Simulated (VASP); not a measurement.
## SrO: single point with r2SCAN

Crystal: SrO.

```
Sr O
1.0
     0.00000    2.44131    2.44131
     2.44131    0.00000    2.44131
     2.44131    2.44131    0.00000
Sr O
1 1
Direct
  0.00000 0.00000 0.00000
  0.50000 0.50000 0.50000
```

This cell differs from its parent crystal: strain -0.050 along x and y, -0.050 along z.

```json
{"Program": "VASP 6.6.1", "Task": "single point", "Functional": "r2SCAN", "Potentials or basis": "VASP PAW PBE potentials, release 64 (Sr_sv, O)", "Cutoff": "520 eV", "k mesh": "8 × 8 × 8", "Occupations": "gaussian, width 0.05 eV", "Spin": "no spin polarisation", "Dipole correction": "no", "Further INCAR settings": "ALGO = Normal; EDIFF = 1e-07; NBANDS = 15"}
```

```
Pressure               : 23.6 GPa
Band gap on the k mesh : 3.53 eV, direct
```

Levels at points of the mesh, in eV from the valence-band top:
```tsv
k point	band 4	band 5	band 6	band 7	band 8	band 9	band 10	band 11	band 12	band 13
(0.00, 0.00, 0.00)	-13.85	-13.85	-0.06	-0.06	-0.06	5.88	7.03	7.03	7.03	9.73
(0.50, 0.00, 0.00)	-13.95	-12.68	-2.49	-1.55	-1.55	7.75	10.35	10.35	10.38	14.23
(0.50, 0.50, 0.00)	-14.44	-14.44	-0.12	0.00	0.00	3.53	9.76	11.92	12.60	12.96
```

It took 3.2 min on 1 thread of AMD EPYC 7R13 (shared host), peak memory 0.14 GiB.

Caveat: the cell differs from its parent crystal (strain -0.050 along x and y, -0.050 along z); the PAW data sets were made with another functional, which shifts forces and pressure a little. A k mesh can miss the band edges.
